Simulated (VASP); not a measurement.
# Nb (Fm-3m) in VASP: notebook, part 2 of 2

VASP 6.6.1. Earlier steps stand in the parts before.

**4. Single point, PBE**

INCAR

```
PREC = Accurate
ENCUT = 520
EDIFF = 1E-6
ISMEAR = -1
SIGMA = 0.05
LREAL = False
LASPH = True
NELM = 60
ALGO = Normal
ISIF = 2
LWAVE = False
LCHARG = True
GGA = PE
LELF = True
LVHAR = True
NBANDS = 12
```

KPOINTS

```
regular mesh
0
Gamma
  9 9 9
```

POSCAR

```
Nb
1.0
    0.0000000000      2.1138011462      2.1138011462
    2.1138011462      0.0000000000      2.1138011462
    2.1138011462      2.1138011462      0.0000000000
Nb
1
Direct
    0.0000000000      0.0000000000      0.0000000000
```

Potentials or basis: VASP PAW PBE potentials, release 64 (Nb_sv).

The run is started by

```console
$ cat potpaw_PBE.64/Nb_sv/POTCAR > POTCAR
$ mpirun -np 1 vasp_std > vasp.out
```

OUTCAR:

```text
PREC = Accurate
   ENCUT = 520
   EDIFF = 1E-6
   ISMEAR = -1
   LREAL = False
   LASPH = True
   NELM = 60
   ISIF = 2
   GGA = PE

 ion  position               nearest neighbor table
   1  0.000  0.000  0.000-

  LATTYP: Found a face centered cubic cell.
 ALAT       =     4.2276022924

  Lattice vectors:

 A1 = (   0.0000000000,   2.1138011462,   2.1138011462)
 A2 = (   2.1138011462,   0.0000000000,   2.1138011462)
 A3 = (   2.1138011462,   2.1138011462,   0.0000000000)

Analysis of symmetry for initial positions (statically):
=====================================================================
 Subroutine PRICEL returns:
 Original cell was already a primitive cell.

 Routine SETGRP: Setting up the symmetry group for a
 face centered cubic supercell.

 Subroutine GETGRP returns: Found 48 space group operations
 (whereof 48 operations were pure point group operations)
 out of a pool of 48 trial point group operations.

The static configuration has the point symmetry O_h .

Analysis of symmetry for dynamics (positions and initial velocities):
=====================================================================
 Subroutine PRICEL returns:
 Original cell was already a primitive cell.

 Routine SETGRP: Setting up the symmetry group for a
 face centered cubic supercell.

 Subroutine GETGRP returns: Found 48 space group operations
 (whereof 48 operations were pure point group operations)
 out of a pool of 48 trial point group operations.

The dynamic configuration has the point symmetry O_h .

 Subroutine INISYM returns: Found 48 space group operations
 (whereof 48 operations are pure point group operations),
 and found     1 'primitive' translations

----------------------------------------------------------------------------------------

[... 114 lines left out ...]
   LORBIT       =      0    0 simple, 1 ext, 2 COOP (PROOUT), +10 PAW based schemes
   GGA     = PE    functional components
   LHFCALC =     F    Hartree Fock is set to
   AEXX    =    0.0000 exact exchange contribution
   IVDW    =     0    specifies the selected vdW correction
   LEPSILON=     F    determine dielectric tensor
   LRPA    =     F    only Hartree local field effects (RPA)
 non-spin polarized calculation
  energy-cutoff  :      520.00
  volume of cell :       18.89
 maximum number of plane-waves:       531
 NGX is ok and might be reduce to    24
   NGX = 11   NGY = 11   NGZ = 11

 number of electron      13.0000001 magnetization

 Free energy of the ion-electron system (eV)
  ---------------------------------------------------
  ext. energy  EPLUGINS =         0.00000000
  ---------------------------------------------------
  free energy    TOTEN  =        -9.89293199 eV

  energy without entropy =       -9.87934767  energy(sigma->0) =       -9.88613983

 E-fermi :  10.8507     XC(G=0): -12.2628

 val. band max:       10.8439458331   @ k =   0.4444   0.3333   0.1111
 cond. band min:      10.9083117466   @ k =   0.3333   0.1111   0.0000
 fundamental gap:      0.0643659135
 Fermi energy:        10.8507001871

 k-point     1 :       0.0000    0.0000    0.0000
  band No.  band energies     occupation
      1     -43.9534      2.00000
      2     -19.3504      2.00000
      3     -19.3504      2.00000
      4     -19.3504      2.00000
      5       4.6633      2.00000
      6      10.9711      0.16520
      7      10.9711      0.16520
      8      10.9711      0.16520
      9      13.5379      0.00000
     10      13.5379      0.00000
     11      22.6903      0.00000
     12      27.4357      0.00000
[... 331 lines left out ...]
 k-point    24 :       0.4444    0.4444    0.0000
  band No.  band energies     occupation
      1     -43.7120      2.00000
      2     -20.4044      2.00000
      3     -19.7509      2.00000
      4     -19.7509      2.00000
      5       6.9341      2.00000
      6       7.6575      2.00000
      7      14.0000      0.00000
      8      15.3882      0.00000
      9      15.6914      0.00000
     10      15.6914      0.00000
     11      22.5565      0.00000
     12      22.5565      0.00000

 [... further k-points ...]

------------------------ aborting loop because EDIFF is reached ----------------------------------------

  FORCE on cell =-STRESS in cart. coord.  units (eV):
  Direction    XX          YY          ZZ          XY          YZ          ZX
  --------------------------------------------------------------------------------------
  -------------------------------------------------------------------------------------
  Total       -0.0376973     -0.0376973     -0.0376973      0.0000000     -0.0000000      0.0000000
  in kB       -3.1974075     -3.1974075     -3.1974075      0.0000000     -0.0000000      0.0000000
  external PRESSURE =      -3.1974075 kB  Pullay stress =       0.0000000 kB

 VOLUME and BASIS-vectors are now :
 -----------------------------------------------------------------------------
  energy-cutoff  :      520.00
  volume of cell :       18.89
      direct lattice vectors                 reciprocal lattice vectors
     0.000000000  2.113801146  2.113801146    -0.236540699  0.236540699  0.236540699
     2.113801146  0.000000000  2.113801146     0.236540699 -0.236540699  0.236540699
     2.113801146  2.113801146  0.000000000     0.236540699  0.236540699 -0.236540699

 POSITION                                       TOTAL-FORCE (eV/Angst)
 -----------------------------------------------------------------------------------
      0.00000      0.00000      0.00000        -0.000000      0.000000     -0.000000
 -----------------------------------------------------------------------------------
    total drift:                               -0.000000     -0.000000     -0.000000

  FREE ENERGIE OF THE ION-ELECTRON SYSTEM (eV)
  ---------------------------------------------------
  free  energy   TOTEN  =        -9.8929319945 eV

  energy  without entropy=       -9.8793476664  energy(sigma->0) =       -9.88613983
```

stdout:

```text
POSCAR found type information on POSCAR Nb
 POSCAR found :  1 types and       1 ions
 scaLAPACK will be used
 LDA part: xc-table for (Slater+PW92), standard interpolation
 POSCAR, INCAR and KPOINTS ok, starting setup
 FFT: planning ... GRIDC
 FFT: planning ... GRID_SOFT
 FFT: planning ... GRID
 WAVECAR not read
 entering main loop
```

Run time: 10 s. Hardware: 1 thread of Intel Xeon 8259CL, shared host; peak memory 0.14 GiB.

What came out:

```
Free energy            : -9.8929 eV
Pressure               : -0.3 GPa
Band gap on the k mesh : zero (an odd number of electrons rules out a gap without spin polarisation)
```

Levels at points of the mesh, in eV from the Fermi level:
```csv
k point,band 3,band 4,band 5,band 6,band 7,band 8,band 9,band 10
"(0.00, 0.00, 0.00)",-30.20,-30.20,-6.19,0.12,0.12,0.12,2.69,2.69
```

**5. Relaxation of cell and atoms, PBE**

INCAR

```
PREC     = Accurate       # precision mode
ENCUT    = 600            # plane-wave cutoff, eV
EDIFF    = 1E-7           # SCF threshold, eV
ISMEAR   = -1             # smearing method
SIGMA    = 0.05           # smearing width, eV
LREAL    = F              # projectors in reciprocal space
LASPH    = T              # aspherical terms in the spheres
NELM     = 100            # most SCF steps
ALGO     = Normal         # electronic algorithm
ISIF     = 3              # what is computed and relaxed
LWAVE    = F              # write WAVECAR
LCHARG   = F              # write CHGCAR
GGA      = PE             # functional
IBRION   = 2              # ionic algorithm
NSW      = 80             # ionic steps
EDIFFG   = -0.03          # ionic threshold
```

KPOINTS is that of step 4.

POSCAR is that of step 4.

Potentials or basis: VASP PAW PBE potentials, release 64 (Nb_sv).

The run is started by

```console
$ cat potpaw_PBE.64/Nb_sv/POTCAR > POTCAR
$ mpirun -np 1 vasp_std > vasp.out
```

OUTCAR:

```text
PREC = Accurate
   ENCUT = 600
   EDIFF = 1E-7
   ISMEAR = -1
   LREAL = F
   LASPH = T
   NELM = 100
   ISIF = 3
   GGA = PE
   IBRION = 2
   NSW = 80
   EDIFFG = -0.03

 ion  position               nearest neighbor table
   1  0.000  0.000  0.000-

  LATTYP: Found a face centered cubic cell.
 ALAT       =     4.2276022924

  Lattice vectors:

 A1 = (   0.0000000000,   2.1138011462,   2.1138011462)
 A2 = (   2.1138011462,   0.0000000000,   2.1138011462)
 A3 = (   2.1138011462,   2.1138011462,   0.0000000000)

Analysis of symmetry for initial positions (statically):
=====================================================================
 Subroutine PRICEL returns:
 Original cell was already a primitive cell.

 Routine SETGRP: Setting up the symmetry group for a
 face centered cubic supercell.

 Subroutine GETGRP returns: Found 48 space group operations
 (whereof 48 operations were pure point group operations)
 out of a pool of 48 trial point group operations.

The static configuration has the point symmetry O_h .

Analysis of symmetry for dynamics (positions and initial velocities):
=====================================================================
 Subroutine PRICEL returns:
 Original cell was already a primitive cell.

 Routine SETGRP: Setting up the symmetry group for a
 face centered cubic supercell.

 Subroutine GETGRP returns: Found 48 space group operations
 (whereof 48 operations were pure point group operations)
 out of a pool of 48 trial point group operations.

The dynamic configuration has the point symmetry O_h .

 Subroutine INISYM returns: Found 48 space group operations
 (whereof 48 operations are pure point group operations),
 and found     1 'primitive' translations

----------------------------------------------------------------------------------------

                                     Primitive cell

  volume of cell :      18.8896

  direct lattice vectors                    reciprocal lattice vectors
     0.000000000  2.113801146  2.113801146    -0.236540699  0.236540699  0.236540699
     2.113801146  0.000000000  2.113801146     0.236540699 -0.236540699  0.236540699
     2.113801146  2.113801146  0.000000000     0.236540699  0.236540699 -0.236540699

  length of vectors
     2.989366249  2.989366249  2.989366249     0.409700508  0.409700508  0.409700508

  position of ions in fractional coordinates (direct lattice)
     0.000000000  0.000000000  0.000000000

  ion indices of the primitive-cell ions
   primitive index   ion index
                 1           1

----------------------------------------------------------------------------------------

 KPOINTS: regular mesh

Automatic generation of k-mesh.
 Grid dimensions read from file:
 generate k-points for:    9    9    9

 Generating k-lattice:

  Cartesian coordinates                     Fractional coordinates (reciprocal lattice)
    -0.026282300  0.026282300  0.026282300     0.111111111  0.000000000  0.000000000
     0.026282300 -0.026282300  0.026282300     0.000000000  0.111111111  0.000000000
     0.026282300  0.026282300 -0.026282300     0.000000000  0.000000000  0.111111111

  Length of vectors
     0.045522279  0.045522279  0.045522279

[... 43 lines left out ...]
 SYSTEM =  unknown system
   PREC   = accura    normal or accurate (medium, high low for compatibility)
   ISTART =      0    job   : 0-new  1-cont  2-samecut
   ICHARG =      2    charge: 1-file 2-atom 10-const
   ISPIN  =      1    spin polarized calculation?
   LNONCOLLINEAR =      F non collinear calculations
   LSORBIT =      F    spin-orbit coupling
   LASPH  =      T    aspherical Exc in radial PAW
   ENCUT  =  600.0 eV  44.10 Ry    6.64 a.u.   5.97  5.97  5.97*2*pi/ulx,y,z
   NELM   =    100;   NELMIN=  2; NELMDL= -5     # of ELM steps
   EDIFF  = 0.1E-06   stopping-criterion for ELM
   LREAL  =      F    real-space projection
   EDIFFG = -.3E-01   stopping-criterion for IOM
   NSW    =     80    number of steps for IOM
   IBRION =      2    ionic relax: 0-MD 1-quasi-New 2-CG
   NFREE  =      1    steps in history (QN), initial steepest desc. (CG)
   ISIF   =      3    stress and relaxation
   ISYM   =      2    0-nonsym 1-usesym 2-fastsym
   POTIM  = 0.5000    time-step for ionic-motion
   TEBEG  =    0.0;   TEEND  =   0.0 temperature during run
   PSTRESS=    0.0 pullay stress
   NELECT =      13.0000    total number of electrons
   NUPDOWN=      -1.0000    fix difference up-down
   EMIN   =  10.00;   EMAX   =-10.00  energy-range for DOS
   EFERMI =   0.00;   METHOD = LEGACY
   ISMEAR =    -1;   SIGMA  =   0.05  broadening in eV -4-tet -1-fermi 0-gaus
   EFERMI_NEDOS =   21; number of points for ismear=-14 and -15
   IALGO  =     38    algorithm
   IMIX   =      4    mixing-type and parameters
     AMIX     =   0.40;   BMIX     =  1.00
     AMIX_MAG =   1.60;   BMIX_MAG =  1.00
  volume/ion in A,a.u.               =      18.89       127.47
  Fermi-wavevector in a.u.,A,eV,Ry     =   1.445379  2.731371 28.424220  2.089121
  Thomas-Fermi vector in A             =   2.563568
   LORBIT       =      0    0 simple, 1 ext, 2 COOP (PROOUT), +10 PAW based schemes
   GGA     = PE    functional components
   LHFCALC =     F    Hartree Fock is set to
   AEXX    =    0.0000 exact exchange contribution
   IVDW    =     0    specifies the selected vdW correction
   LEPSILON=     F    determine dielectric tensor
   LRPA    =     F    only Hartree local field effects (RPA)
 conjugate gradient relaxation of ions
 non-spin polarized calculation
  energy-cutoff  :      600.00
  volume of cell :       18.89
 maximum number of plane-waves:       642
   NGX = 11   NGY = 11   NGZ = 11

--------------------------------------- Ionic step        1  -------------------------------------------

 number of electron      13.0000001 magnetization

 Free energy of the ion-electron system (eV)
  ---------------------------------------------------
  ext. energy  EPLUGINS =         0.00000000
  ---------------------------------------------------
  free energy    TOTEN  =        -9.89282820 eV

  energy without entropy =       -9.87924466  energy(sigma->0) =       -9.88603643

------------------------ aborting loop because EDIFF is reached ----------------------------------------

  FORCE on cell =-STRESS in cart. coord.  units (eV):
  Direction    XX          YY          ZZ          XY          YZ          ZX
  --------------------------------------------------------------------------------------
  -------------------------------------------------------------------------------------
  Total       -0.0363868     -0.0363868     -0.0363868     -0.0000000      0.0000000      0.0000000
  in kB       -3.0862588     -3.0862588     -3.0862588     -0.0000000      0.0000000      0.0000000
  external PRESSURE =      -3.0862588 kB  Pullay stress =       0.0000000 kB
[... 57 lines left out ...]
--------------------------------------- Ionic step        3  -------------------------------------------

 number of electron      13.0000001 magnetization

 Free energy of the ion-electron system (eV)
  ---------------------------------------------------
  ext. energy  EPLUGINS =         0.00000000
  ---------------------------------------------------
  free energy    TOTEN  =        -9.89286397 eV

  energy without entropy =       -9.87920153  energy(sigma->0) =       -9.88603275

 E-fermi :  10.8772     XC(G=0): -12.2727

 val. band max:       10.8712460001   @ k =   0.4444   0.3333   0.1111
 cond. band min:      10.9330525934   @ k =   0.3333   0.1111   0.0000
 fundamental gap:      0.0618065934
 Fermi energy:        10.8772287839

 k-point     1 :       0.0000    0.0000    0.0000
  band No.  band energies     occupation
      1     -43.9249      2.00000
      2     -19.3185      2.00000
      3     -19.3185      2.00000
      4     -19.3185      2.00000
      5       4.6847      2.00000
      6      10.9965      0.16859
      7      10.9965      0.16859
      8      10.9965      0.16859
      9      13.5702      0.00000
     10      13.5702      0.00000
[... 287 lines left out ...]
 k-point    24 :       0.4444    0.4444    0.0000
  band No.  band energies     occupation
      1     -43.6816      2.00000
      2     -20.3791      2.00000
      3     -19.7215      2.00000
      4     -19.7215      2.00000
      5       6.9506      2.00000
      6       7.6748      2.00000
      7      14.0370      0.00000
      8      15.4257      0.00000
      9      15.7297      0.00000
     10      15.7297      0.00000

 [... further k-points ...]

------------------------ aborting loop because EDIFF is reached ----------------------------------------

  FORCE on cell =-STRESS in cart. coord.  units (eV):
  Direction    XX          YY          ZZ          XY          YZ          ZX
  --------------------------------------------------------------------------------------
  -------------------------------------------------------------------------------------
  Total        0.0005288      0.0005288      0.0005288     -0.0000000     -0.0000000     -0.0000000
  in kB        0.0449423      0.0449423      0.0449423     -0.0000000     -0.0000000     -0.0000000
  external PRESSURE =       0.0449423 kB  Pullay stress =       0.0000000 kB
[... 16 lines left out ...]
  FREE ENERGIE OF THE ION-ELECTRON SYSTEM (eV)
  ---------------------------------------------------
  free  energy   TOTEN  =        -9.8928639712 eV

  energy  without entropy=       -9.8792015298  energy(sigma->0) =       -9.88603275

 reached required accuracy - stopping structural energy minimisation
```

Wall time 30 s (1 thread of Intel Xeon 8259CL, shared host); peak memory 0.15 GiB.

Results:

* Free energy: -9.8929 eV
* Relaxed volume: 18.85 Å³/atom
* Relaxed cell: a = 2.987 Å, b = 2.987 Å, c = 2.987 Å, α = 60.00°, β = 60.00°, γ = 60.00°
* Space group after relaxing (to 0.1 Å): Fm-3m (No. 225)
* Energy gained by relaxing: 0.0 meV/atom
* Ionic steps: 3
* Pressure after relaxing: 0.0 GPa
* Band gap on the k mesh: zero (an odd number of electrons rules out a gap without spin polarisation)

Final structure:
```yaml
crystal:
  lattice:
    - [0.00000, 2.11244, 2.11244]
    - [2.11244, 0.00000, 2.11244]
    - [2.11244, 2.11244, 0.00000]
  atoms:
    - { symbol: Nb, position: [0.00000, 0.00000, 0.00000] }
```

Levels at points of the mesh, in eV from the Fermi level:
```
           k point  band 2  band 3  band 4  band 5  band 6  band 7  band 8  band 9  band 10
(0.00, 0.00, 0.00)  -30.20  -30.20  -30.20   -6.19    0.12    0.12    0.12    2.69     2.69
```

**6. Summary**

```csv
task,cell,cutoff (eV),gap on the mesh (eV),pressure (GPa),relaxed volume (Å³/atom)
single point,"a = 2.989 Å, angles 60.0°, 1 atom",500,none,-0.4,-
relaxation of cell and atoms,"relaxed from a = 2.963 Å, angles 60.0°, 1 atom",500,none,-0.1,18.85
single point,"a = 2.989 Å, angles 60.0°, 1 atom",520,none,-0.3,-
relaxation of cell and atoms,"relaxed from a = 2.989 Å, angles 60.0°, 1 atom",600,none,0.0,18.85
```

Alike in all rows: level PBE; potentials or basis VASP PAW PBE potentials, release 64 (Nb_sv); no spin polarisation; k mesh 9 × 9 × 9; smearing fermi-dirac 0.05 eV.

Absolute energies hang on the potentials; compare differences alone.
